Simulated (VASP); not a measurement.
Wanted: the native input for a VASP 6.6.1 run.

```
Task                   : single point
Functional             : PBE
Potentials or basis    : VASP PAW PBE potentials, release 64 (Bi_d, O, Ba_sv)
Cutoff                 : 520 eV
k mesh                 : 1 × 1 × 1
Occupations            : fermi-dirac, width 0.2111 eV
Spin                   : no spin polarisation
Dipole correction      : no
Further INCAR settings : LREAL = Auto; ALGO = Normal; EDIFF = 1e-07; NBANDS = 94; ISYM = 0
```

The structure of BaBi6O10 lies in POSCAR:

```
BaBi6O10
1.0
    6.8988500000      0.3663110000     -0.3031620000
    0.3663110000      6.5432810000      0.0645600000
   -0.3031620000      0.0645600000      6.7022220000
Bi O Ba
6 10 1
Direct
    0.4347862414      0.8947838354     -0.0091395925
    0.5615984137      0.0555246414      0.4935562605
    0.5286843593      0.4094648995      0.8991977517
    0.9944176557      0.0873240454      0.1888957132
    0.3700004539      0.5817028923      0.4434058345
    0.8609538542      0.6141637746      0.2879333270
    0.8402255084      0.3669872348      1.0247762234
    0.3451989005      0.3850974202      0.2020169281
    0.4138531119     -0.0960290789      0.3102896583
    0.1090981483      0.4032816281      0.4043391208
   -0.0557676248      0.8240176818      0.5092170617
    0.4180176347      0.8754913467      0.6732442376
    0.1019195124      0.9424777706     -0.0688991265
    0.3055751955      0.3369921331      0.6758708642
    0.6614495746      0.4210967620      0.6142549992
    0.7216315215     -0.0298057392      0.0652999131
    0.0235890402      0.1967257548      0.6899811265
```

These files were run (other wordings do the same):

INCAR

```
PREC = Accurate ; ENCUT = 520
EDIFF = 1E-7 ; ISMEAR = -1
SIGMA = 0.2111 ; LREAL = Auto
LASPH = True ; NELM = 100
ALGO = Normal ; ISIF = 2
LWAVE = False ; LCHARG = False
GGA = PE ; ISYM = 0
NBANDS = 94
```

KPOINTS

```
Automatic mesh
0
Gamma
  1 1 1
```

Potentials or basis: VASP PAW PBE potentials, release 64 (Bi_d, O, Ba_sv).

The run is started by

```sh
$ cat potpaw_PBE.64/Bi_d/POTCAR potpaw_PBE.64/O/POTCAR potpaw_PBE.64/Ba_sv/POTCAR > POTCAR
$ mpirun -np 1 vasp_gam > vasp.out
```

It gave:

The pressure is 14.2 GPa and the largest force is 4.483 eV/Å.

Caveat: the k points lie up to 0.96 Å⁻¹ apart; the atoms stand as in a frame of molecular dynamics.

Run time: 73 s on 1 thread of Intel(R) Xeon(R) Platinum 8488C (Sapphire Rapids), with other jobs on the host, peak memory 0.34 GiB.
